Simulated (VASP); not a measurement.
Input of a VASP 6.6.1 run:

File INCAR:

```
  PREC = Accurate
  ENCUT = 520
  EDIFF = 1E-7
  ISMEAR = 0
  SIGMA = 0.15
  LREAL = F
  LASPH = T
  NELM = 60
  ALGO = Normal
  ISIF = 2
  LWAVE = F
  LCHARG = F
  NBANDS = 13
```

File KPOINTS:

```
regular mesh
0
Gamma
  18 18 18
```

The input POSCAR:

```
Mo
1.0
    2.7355103972      0.0000000000      0.0000000000
   -1.3677551986      2.3690214963      0.0000000000
    0.0000000000      0.0000000000      2.5168529895
Mo
1
Direct
    0.0000000000      0.0000000000      0.5000000000
```

Potentials or basis: VASP PAW LDA potentials, release 64 (Mo_sv).

Command:

```bash
$ cat potpaw_LDA.64/Mo_sv/POTCAR > POTCAR
$ mpirun -np 1 vasp_std > vasp.out
```

(1) Estimate the pressure.

(2) Predict the band gap on the k mesh.

Answers

(1) -4.0 GPa.

(2) zero (bands 7 and 8 overlap by 2.04 eV).

Caveat: the cell differs from its parent crystal (strain +0.000 along x and y, -0.015 along z); the cell stands under tension.
